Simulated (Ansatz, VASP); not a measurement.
# AlN in VASP and in Ansatz

INCAR

```
SYSTEM = AlN
ALGO = Normal ; EDIFF = 1E-7
ENCUT = 520 ; GGA = PE
ISIF = 2 ; ISMEAR = 0
LASPH = .True. ; LCHARG = .False.
LREAL = .False. ; LWAVE = .False.
NBANDS = 16 ; NELM = 60
PREC = Accurate ; SIGMA = 0.02
```

Contents of KPOINTS:

```
k-points
0
Gamma
  9 9 6
  0 0 0
```

The input POSCAR:

```
AlN
1.0
    3.3536165520     -0.0132153418      0.0286498012
   -1.6882530977      2.9722506864      0.0263199926
    0.0362224200      0.0593377677      4.0963578779
Al N
2 2
Direct
    0.3605231542      0.6604506099      0.7339309880
    0.6946635784      0.3500954260      0.2516811687
    0.2976601476      0.6655231659      0.2580524162
    0.6471548630      0.3239342845      0.7563354271
```

Input for Ansatz:

```yaml
crystal:
  lattice:
    - [3.353616552, -0.0132153418, 0.0286498012]
    - [-1.6882530977, 2.9722506864, 0.0263199926]
    - [0.03622242, 0.0593377677, 4.0963578779]
  atoms:
    - { symbol: Al, position: [0.3605231542, 0.6604506099, 0.733930988] }
    - { symbol: Al, position: [0.6946635784, 0.350095426, 0.2516811687] }
    - { symbol: "N", position: [0.2976601476, 0.6655231659, 0.2580524162] }
    - { symbol: "N", position: [0.647154863, 0.3239342845, 0.7563354271] }
basis:
  ecutwfc: 420
kpoints:
  mp_grid: { grid: [9, 9, 6] }
hamiltonian:
  xc: pbe
scf:
  occupations: { method: gaussian, width: 0.02 }
output:
  forces: true
  stress: true
  eigenvalues: true
  populations: true
```

Change from the starting cell: all atoms moved at random, cell strained at random.

Alike in both runs: task single point; functional PBE; k mesh 9 × 9 × 6; occupations gaussian, width 0.02 eV; no spin polarisation.

|  | VASP | Ansatz |
| --- | --- | --- |
| version | VASP 6.6.1 | Ansatz 0.2.0 |
| potentials or method | VASP PAW PBE potentials, release 64 (Al, N), cutoff 520 eV | scalar-relativistic, plane waves, PAW |
| valence electrons in the cell | 16 | 16 |

```tsv
	VASP	Ansatz	Ansatz less VASP
gap on the k mesh at the Fermi level (eV)	3.12	3.11	-0.008
least direct gap on the mesh (eV)	3.12	3.11	-0.008
pressure (GPa)	-0.2	0.0	+0.21
traceless stress, the component that is largest in VASP (GPa)	-7.00	-6.92	+0.088
rms of the force components (eV/Å)	1.612	1.606	-0.0060
```

Atom by atom the forces differ by 0.006 eV/Å (rms over components).
